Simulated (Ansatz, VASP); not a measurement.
MgS in VASP and in Ansatz

```
CELL_PARAMETERS angstrom
0.00000 2.91580 2.91580
2.91580 0.00000 2.91580
2.91580 2.91580 0.00000
ATOMIC_POSITIONS crystal
Mg 0.00000 0.00000 0.00000
S 0.25000 0.25000 0.25000
```

Change from the starting cell: hydrostatic strain +3.0%.

Alike in both runs: task single point; functional r2SCAN; k mesh 8 × 8 × 8; no spin polarisation.

```csv
,VASP,Ansatz
version,VASP 6.6.1,Ansatz 0.2.0
potentials or method,"VASP PAW PBE potentials, release 64 (Mg_sv, S)","plane waves, PAW"
plane-wave cutoff (eV),750,500
occupations,"gaussian, width 0.01 eV",fixed
valence electrons in the cell,16,16
```

|  | VASP | Ansatz | Ansatz less VASP |
| --- | --- | --- | --- |
| gap on the k mesh at the Fermi level (eV) | 3.70 | 3.69 | -0.009 |
| pressure (GPa) | -4.6 | -4.4 | +0.19 |

VASP's potentials were made for PBE, not for r2SCAN.
